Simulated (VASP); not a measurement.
# MgO (Pm-3m) in VASP: a series of runs

The runs below take MgO through single point, with PBE.

Program: VASP 6.6.1. These are calculated values, not measurements. Logs are shortened: lines on timing, memory, paths and dates and some standing lists are left out, and cuts for length are marked.

## (1) The cell of the first run

Symmetry: Pm-3m, No. 221, cubic system. The conventional cell has a = 2.584 Å, b = 2.584 Å, c = 2.584 Å, α = 90.00°, β = 90.00°, γ = 90.00°. Mg (site symmetry m-3m) has 8 O at 2.24 Å and 6 Mg at 2.58 Å within 3.0 Å. Within 3.0 Å of O (site symmetry m-3m) lie 8 Mg at 2.24 Å and 6 O at 2.58 Å.

## (2) Single point, PBE

Contents of INCAR:

```
PREC = Accurate ; ENCUT = 520
EDIFF = 1E-6 ; ISMEAR = 0
SIGMA = 0.1 ; LREAL = False
LASPH = True ; NELM = 80
ALGO = Normal ; ISIF = 2
LWAVE = False ; LCHARG = True
GGA = PE ; LELF = True
LVHAR = True ; NBANDS = 11
```

Contents of KPOINTS:

```
Automatic mesh
0
Gamma
  8 8 8
```

Contents of POSCAR:

```
MgO
1.0
    2.5837245600      0.0000000000      0.0000000000
    0.0000000000      2.5837245600      0.0000000000
    0.0000000000      0.0000000000      2.5837245600
Mg O
1 1
Direct
    0.0000000000      0.0000000000      0.0000000000
    0.5000000000      0.5000000000      0.5000000000
```

Potentials or basis: VASP PAW PBE potentials, release 64 (Mg, O).

Command:

```sh
> cat potpaw_PBE.64/Mg/POTCAR potpaw_PBE.64/O/POTCAR > POTCAR
> mpirun -np 1 vasp_std > vasp.out
```

OUTCAR:

```text
PREC = Accurate
   ENCUT = 520
   EDIFF = 1E-6
   ISMEAR = 0
   LREAL = False
   LASPH = True
   NELM = 80
   ISIF = 2
   GGA = PE

 ion  position               nearest neighbor table
   1  0.000  0.000  0.000-   2 2.24   2 2.24   2 2.24   2 2.24   2 2.24   2 2.24   2 2.24   2 2.24

   2  0.500  0.500  0.500-   1 2.24   1 2.24   1 2.24   1 2.24   1 2.24   1 2.24   1 2.24   1 2.24

  LATTYP: Found a simple cubic cell.
 ALAT       =     2.5837245600

  Lattice vectors:

 A1 = (   2.5837245600,   0.0000000000,   0.0000000000)
 A2 = (   0.0000000000,   2.5837245600,   0.0000000000)
 A3 = (   0.0000000000,   0.0000000000,   2.5837245600)

Analysis of symmetry for initial positions (statically):
=====================================================================
 Subroutine PRICEL returns:
 Original cell was already a primitive cell.

 Routine SETGRP: Setting up the symmetry group for a
 simple cubic supercell.

 Subroutine GETGRP returns: Found 48 space group operations
 (whereof 48 operations were pure point group operations)
 out of a pool of 48 trial point group operations.

The static configuration has the point symmetry O_h .

Analysis of symmetry for dynamics (positions and initial velocities):
=====================================================================
 Subroutine PRICEL returns:
 Original cell was already a primitive cell.

 Routine SETGRP: Setting up the symmetry group for a
 simple cubic supercell.

 Subroutine GETGRP returns: Found 48 space group operations
 (whereof 48 operations were pure point group operations)
 out of a pool of 48 trial point group operations.

The dynamic configuration has the point symmetry O_h .

 Subroutine INISYM returns: Found 48 space group operations
 (whereof 48 operations are pure point group operations),
 and found     1 'primitive' translations

----------------------------------------------------------------------------------------

                                     Primitive cell

  volume of cell :      17.2480

  direct lattice vectors                    reciprocal lattice vectors
     2.583724560  0.000000000  0.000000000     0.387038160  0.000000000  0.000000000
     0.000000000  2.583724560  0.000000000     0.000000000  0.387038160  0.000000000
     0.000000000  0.000000000  2.583724560     0.000000000  0.000000000  0.387038160

  length of vectors
     2.583724560  2.583724560  2.583724560     0.387038160  0.387038160  0.387038160

  position of ions in fractional coordinates (direct lattice)
     0.000000000  0.000000000  0.000000000
     0.500000000  0.500000000  0.500000000

  ion indices of the primitive-cell ions
   primitive index   ion index
                 1           1
                 2           2

----------------------------------------------------------------------------------------

 KPOINTS: Automatic mesh

Automatic generation of k-mesh.
 Grid dimensions read from file:
 generate k-points for:    8    8    8

 Generating k-lattice:

  Cartesian coordinates                     Fractional coordinates (reciprocal lattice)
     0.048379770  0.000000000  0.000000000     0.125000000  0.000000000  0.000000000
     0.000000000  0.048379770  0.000000000     0.000000000  0.125000000  0.000000000
     0.000000000  0.000000000  0.048379770     0.000000000  0.000000000  0.125000000

  Length of vectors
     0.048379770  0.048379770  0.048379770

  Shift w.r.t. Gamma in fractional coordinates (k-lattice)
     0.000000000  0.000000000  0.000000000

 Subroutine IBZKPT returns following result:
 ===========================================

 Found     35 irreducible k-points:

 Following reciprocal coordinates:
            Coordinates               Weight
  0.000000  0.000000  0.000000      1.000000
  0.125000  0.000000  0.000000      6.000000
  0.250000  0.000000  0.000000      6.000000
  0.375000  0.000000  0.000000      6.000000
  0.500000  0.000000  0.000000      3.000000
  0.125000  0.125000  0.000000     12.000000
[... 16 lines left out ...]
  0.375000  0.375000  0.125000     24.000000
  0.500000  0.375000  0.125000     24.000000
 [... further k-points ...]
   k-points           NKPTS =     35   k-points in BZ     NKDIM =     35   number of bands    NBANDS=     11
   number of dos      NEDOS =    301   number of ions     NIONS =      2
   total plane-waves  NPLWV =   8000
   dimension x,y,z NGX =    20 NGY =   20 NGZ =   20
   dimension x,y,z NGXF=    40 NGYF=   40 NGZF=   40
   ions per type =               1   1
   NGX,Y,Z   is equivalent  to a cutoff of  12.87, 12.87, 12.87 a.u.
   NGXF,Y,Z  is equivalent  to a cutoff of  25.74, 25.74, 25.74 a.u.
 SYSTEM =  unknown system
   PREC   = accura    normal or accurate (medium, high low for compatibility)
   ISTART =      0    job   : 0-new  1-cont  2-samecut
   ICHARG =      2    charge: 1-file 2-atom 10-const
   ISPIN  =      1    spin polarized calculation?
   LNONCOLLINEAR =      F non collinear calculations
   LSORBIT =      F    spin-orbit coupling
   LASPH  =      T    aspherical Exc in radial PAW
   ENCUT  =  520.0 eV  38.22 Ry    6.18 a.u.   4.80  4.80  4.80*2*pi/ulx,y,z
   NELM   =     80;   NELMIN=  2; NELMDL= -5     # of ELM steps
   EDIFF  = 0.1E-05   stopping-criterion for ELM
   LREAL  =      F    real-space projection
   EDIFFG = 0.1E-04   stopping-criterion for IOM
   NSW    =      0    number of steps for IOM
   IBRION =     -1    ionic relax: 0-MD 1-quasi-New 2-CG
   NFREE  =      0    steps in history (QN), initial steepest desc. (CG)
   ISIF   =      2    stress and relaxation
   ISYM   =      2    0-nonsym 1-usesym 2-fastsym
   POTIM  = 0.5000    time-step for ionic-motion
   TEBEG  =    0.0;   TEEND  =   0.0 temperature during run
   PSTRESS=    0.0 pullay stress
   NELECT =       8.0000    total number of electrons
   NUPDOWN=      -1.0000    fix difference up-down
   EMIN   =  10.00;   EMAX   =-10.00  energy-range for DOS
   EFERMI =   0.00;   METHOD = LEGACY
   ISMEAR =     0;   SIGMA  =   0.10  broadening in eV -4-tet -1-fermi 0-gaus
   EFERMI_NEDOS =   21; number of points for ismear=-14 and -15
   IALGO  =     38    algorithm
   IMIX   =      4    mixing-type and parameters
     AMIX     =   0.40;   BMIX     =  1.00
     AMIX_MAG =   1.60;   BMIX_MAG =  1.00
  volume/ion in A,a.u.               =       8.62        58.20
  Fermi-wavevector in a.u.,A,eV,Ry     =   1.267239  2.394735 21.849532  1.605895
  Thomas-Fermi vector in A             =   2.400398
   LORBIT       =      0    0 simple, 1 ext, 2 COOP (PROOUT), +10 PAW based schemes
   GGA     = PE    functional components
   LHFCALC =     F    Hartree Fock is set to
   AEXX    =    0.0000 exact exchange contribution
   IVDW    =     0    specifies the selected vdW correction
   LEPSILON=     F    determine dielectric tensor
   LRPA    =     F    only Hartree local field effects (RPA)
 non-spin polarized calculation
 Gauss-broadening in eV      SIGMA  =   0.10
  energy-cutoff  :      520.00
  volume of cell :       17.25
 maximum number of plane-waves:       480
 NGX is ok and might be reduce to    20
   NGX =  9   NGY =  9   NGZ =  9

 number of electron       8.0000006 magnetization

 Free energy of the ion-electron system (eV)
  ---------------------------------------------------
  ext. energy  EPLUGINS =         0.00000000
  ---------------------------------------------------
  free energy    TOTEN  =       -10.34045796 eV

  energy without entropy =      -10.34045796  energy(sigma->0) =      -10.34045796

 E-fermi :   6.0908     XC(G=0): -11.5848

 val. band max:        5.5578430599   @ k =   0.5000   0.5000   0.0000
 cond. band min:       8.6175727617   @ k =   0.0000   0.0000   0.0000
 fundamental gap:      3.0597297019
 Fermi energy:         6.0908399232

 k-point     1 :       0.0000    0.0000    0.0000
  band No.  band energies     occupation
      1     -13.3578      2.00000
      2       4.4853      2.00000
      3       4.4853      2.00000
      4       4.4853      2.00000
      5       8.6176      0.00000
      6      16.1126      0.00000
      7      16.1126      0.00000
      8      26.8127      0.00000
      9      26.8127      0.00000
     10      26.8127      0.00000
     11      33.8344      0.00000

 k-point     2 :       0.1250    0.0000    0.0000
  band No.  band energies     occupation
      1     -13.1906      2.00000
      2       3.2311      2.00000
      3       4.5500      2.00000
      4       4.5500      2.00000
      5       9.4781      0.00000
      6      16.4513      0.00000
      7      16.5101      0.00000
      8      26.4993      0.00000
      9      26.4993      0.00000
     10      27.0930      0.00000
     11      32.4948      0.00000

 k-point     3 :       0.2500    0.0000    0.0000
  band No.  band energies     occupation
      1     -12.7501      2.00000
      2       1.0898      2.00000
      3       4.7111      2.00000
      4       4.7111      2.00000
      5      10.8780      0.00000
      6      16.8399      0.00000
      7      17.4560      0.00000
      8      25.6247      0.00000
      9      25.6247      0.00000
     10      28.6010      0.00000
     11      29.0372      0.00000
[... 267 lines left out ...]
 k-point    23 :       0.3750    0.3750    0.1250
  band No.  band energies     occupation
      1     -11.2562      2.00000
      2       0.7512      2.00000
      3       1.1228      2.00000
      4       4.6478      2.00000
      5      12.4138      0.00000
      6      16.2356      0.00000
      7      17.5508      0.00000
      8      21.6352      0.00000
      9      24.6558      0.00000
     10      25.5481      0.00000
     11      30.6591      0.00000

 k-point    24 :       0.5000    0.3750    0.1250
  band No.  band energies     occupation
      1     -11.0824      2.00000
      2       0.3758      2.00000
      3       1.2345      2.00000
      4       4.7643      2.00000
      5      11.7807      0.00000
      6      16.8494      0.00000
      7      17.2977      0.00000
      8      21.1353      0.00000
      9      24.9558      0.00000
     10      25.3308      0.00000
     11      29.9804      0.00000

 [... further k-points ...]

------------------------ aborting loop because EDIFF is reached ----------------------------------------

  FORCE on cell =-STRESS in cart. coord.  units (eV):
  Direction    XX          YY          ZZ          XY          YZ          ZX
  --------------------------------------------------------------------------------------
  -------------------------------------------------------------------------------------
  Total        1.4685375      1.4685375      1.4685375     -0.0000000     -0.0000000     -0.0000000
  in kB      136.4133824    136.4133824    136.4133824     -0.0000000     -0.0000000     -0.0000000
  external PRESSURE =     136.4133824 kB  Pullay stress =       0.0000000 kB

 VOLUME and BASIS-vectors are now :
 -----------------------------------------------------------------------------
  energy-cutoff  :      520.00
  volume of cell :       17.25
      direct lattice vectors                 reciprocal lattice vectors
     2.583724560  0.000000000  0.000000000     0.387038160  0.000000000  0.000000000
     0.000000000  2.583724560  0.000000000     0.000000000  0.387038160  0.000000000
     0.000000000  0.000000000  2.583724560     0.000000000  0.000000000  0.387038160

 POSITION                                       TOTAL-FORCE (eV/Angst)
 -----------------------------------------------------------------------------------
      0.00000      0.00000      0.00000         0.000000      0.000000      0.000000
      1.29186      1.29186      1.29186         0.000000      0.000000      0.000000
 -----------------------------------------------------------------------------------
    total drift:                                0.000000      0.000000      0.000000

  FREE ENERGIE OF THE ION-ELECTRON SYSTEM (eV)
  ---------------------------------------------------
  free  energy   TOTEN  =       -10.3404579608 eV

  energy  without entropy=      -10.3404579608  energy(sigma->0) =      -10.34045796
```

Wall time 5.4 s (1 thread of Intel Xeon 6975P-C (Granite Rapids), shared host); peak memory 0.12 GiB.

Results:

```
Free energy            : -10.3405 eV
Pressure               : 13.6 GPa
Band gap on the k mesh : 3.06 eV, indirect (least direct gap 4.13 eV)
```

A k mesh can miss the band edges. As with any semilocal functional, this PBE gap is likely too small.

## (3) Single point, PBE

This run uses another cell than the first one, of 9.40 Å³/atom, 1.090 times its volume.

Contents of INCAR:

```
SYSTEM = MgO
  PREC = Accurate
  ENCUT = 520
  EDIFF = 1E-6
  ISMEAR = 0
  SIGMA = 0.1
  LREAL = .FALSE.
  LASPH = .TRUE.
  NELM = 60
  ALGO = Normal
  ISIF = 2
  LWAVE = .FALSE.
  LCHARG = .TRUE.
  GGA = PE
  LELF = .TRUE.
  LVHAR = .TRUE.
  NBANDS = 11
```

Contents of KPOINTS:

```
regular mesh
0
G
  8 8 8
  0 0 0
```

Contents of POSCAR:

```
MgO
1.0
    2.6592424603      0.0000000000      0.0000000000
    0.0000000000      2.6592424603      0.0000000000
    0.0000000000      0.0000000000      2.6592424603
Mg O
1 1
Direct
    0.0000000000      0.0000000000      0.0000000000
    0.5000000000      0.5000000000      0.5000000000
```

Potentials or basis: VASP PAW PBE potentials, release 64 (Mg, O).

Command:

```sh
> cat potpaw_PBE.64/Mg/POTCAR potpaw_PBE.64/O/POTCAR > POTCAR
> mpirun -np 1 vasp_std > vasp.out
```

OUTCAR:

```text
SYSTEM = MgO
   PREC = Accurate
   ENCUT = 520
   EDIFF = 1E-6
   ISMEAR = 0
   LREAL = .FALSE.
   LASPH = .TRUE.
   NELM = 60
   ISIF = 2
   GGA = PE

 ion  position               nearest neighbor table
   1  0.000  0.000  0.000-   2 2.30   2 2.30   2 2.30   2 2.30   2 2.30   2 2.30   2 2.30   2 2.30

   2  0.500  0.500  0.500-   1 2.30   1 2.30   1 2.30   1 2.30   1 2.30   1 2.30   1 2.30   1 2.30

  LATTYP: Found a simple cubic cell.
 ALAT       =     2.6592424603

  Lattice vectors:

 A1 = (   2.6592424603,   0.0000000000,   0.0000000000)
[... 524 lines left out ...]

  FORCE on cell =-STRESS in cart. coord.  units (eV):
  Direction    XX          YY          ZZ          XY          YZ          ZX
  --------------------------------------------------------------------------------------
  -------------------------------------------------------------------------------------
  Total       -0.0747391     -0.0747391     -0.0747391     -0.0000000     -0.0000000      0.0000000
  in kB       -6.3677299     -6.3677299     -6.3677299     -0.0000000     -0.0000000      0.0000000
  external PRESSURE =      -6.3677299 kB  Pullay stress =       0.0000000 kB

 VOLUME and BASIS-vectors are now :
 -----------------------------------------------------------------------------
  energy-cutoff  :      520.00
  volume of cell :       18.81
      direct lattice vectors                 reciprocal lattice vectors
     2.659242460  0.000000000  0.000000000     0.376046944  0.000000000  0.000000000
     0.000000000  2.659242460  0.000000000     0.000000000  0.376046944  0.000000000
     0.000000000  0.000000000  2.659242460     0.000000000  0.000000000  0.376046944

 POSITION                                       TOTAL-FORCE (eV/Angst)
 -----------------------------------------------------------------------------------
      0.00000      0.00000      0.00000         0.000000      0.000000      0.000000
      1.32962      1.32962      1.32962         0.000000      0.000000      0.000000
 -----------------------------------------------------------------------------------
    total drift:                                0.000000      0.000000      0.000000

  FREE ENERGIE OF THE ION-ELECTRON SYSTEM (eV)
  ---------------------------------------------------
  free  energy   TOTEN  =       -10.4005706150 eV

  energy  without entropy=      -10.4005706150  energy(sigma->0) =      -10.40057062
```

OSZICAR:

```text
N       E                     dE             d eps       ncg     rms          rms(c)
DAV:   1     0.166291435078E+02    0.16629E+02   -0.44961E+03   826   0.640E+02
DAV:   2    -0.113906979653E+02   -0.28020E+02   -0.27017E+02   897   0.135E+02
DAV:   3    -0.120512340065E+02   -0.66054E+00   -0.66011E+00   890   0.183E+01
DAV:   4    -0.120527034242E+02   -0.14694E-02   -0.14694E-02   829   0.101E+00
DAV:   5    -0.120527075848E+02   -0.41606E-05   -0.41606E-05   865   0.514E-02    0.704E+00
DAV:   6    -0.104706340771E+02    0.15821E+01   -0.88419E+00   776   0.159E+01    0.227E+00
DAV:   7    -0.104284419496E+02    0.42192E-01   -0.75965E-02   812   0.230E+00    0.132E+00
DAV:   8    -0.104010125907E+02    0.27429E-01   -0.42941E-02   811   0.206E+00    0.255E-01
DAV:   9    -0.104006995719E+02    0.31302E-03   -0.32796E-04   838   0.138E-01    0.169E-01
DAV:  10    -0.104005729964E+02    0.12658E-03   -0.37734E-04   797   0.168E-01    0.110E-02
DAV:  11    -0.104005706800E+02    0.23164E-05   -0.83029E-06   827   0.173E-02    0.362E-03
DAV:  12    -0.104005706150E+02    0.64980E-07   -0.27851E-07   412   0.495E-03
   1 F= -.10400571E+02 E0= -.10400571E+02  d E =-.159348E-10
```

Run time: 5.9 s. Hardware: 1 thread of Intel Xeon 6975P-C (Granite Rapids), shared host; peak memory 0.12 GiB.

Results:

* Free energy: -10.4006 eV
* Pressure: -0.6 GPa
* Band gap on the k mesh: 2.25 eV, indirect (least direct gap 3.23 eV)

Levels at points of the mesh, in eV from the valence-band top:
```
           k point  band 1  band 2  band 3  band 4  band 5  band 6  band 7  band 8
(0.00, 0.00, 0.00)  -18.32   -0.97   -0.97   -0.97    2.25   10.39   10.39   19.82
(0.50, 0.00, 0.00)  -17.16   -6.32   -0.53   -0.53    6.77    9.12   14.38   17.28
(0.50, 0.50, 0.00)  -16.34   -4.56   -4.56    0.00    4.84   11.86   11.86   13.11
(0.50, 0.50, 0.50)  -15.55   -3.48   -3.48   -3.48    7.36    7.36    7.36   15.77
```

(Continued in part 2 of 2.)
